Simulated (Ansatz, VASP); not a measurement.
Na: VASP beside Ansatz

```
Na
1.0
    -4.43615    4.44463    1.82954
     4.44463   -4.43615    1.82954
     2.33090    2.33090   -1.81402
Na
2
Direct
  0.00012 0.99988 0.00000
  0.74988 0.25012 0.50000
```

Alike in both runs: task single point; functional revPBE; k mesh 11 × 11 × 11; occupations fermi-dirac, width 0.1 eV; no spin polarisation.

```csv
,VASP,Ansatz
version,VASP 6.6.1,Ansatz 0.2.0
potentials or method,"VASP PAW PBE potentials, release 64 (Na_pv), cutoff 520 eV","plane waves (420 eV) with PAW, scalar-relativistic"
valence electrons in the cell,14,18
```

```csv
,VASP,Ansatz,Ansatz less VASP
pressure (GPa),0.3,0.3,0.00
"traceless stress, the component that is largest in VASP (GPa)",-0.09,-0.09,+0.001
```

VASP's potentials were made for PBE, not for revPBE. VASP's potentials hold 14 valence electrons a cell and Ansatz's 18, so a difference there can come from the potentials and not from the codes.
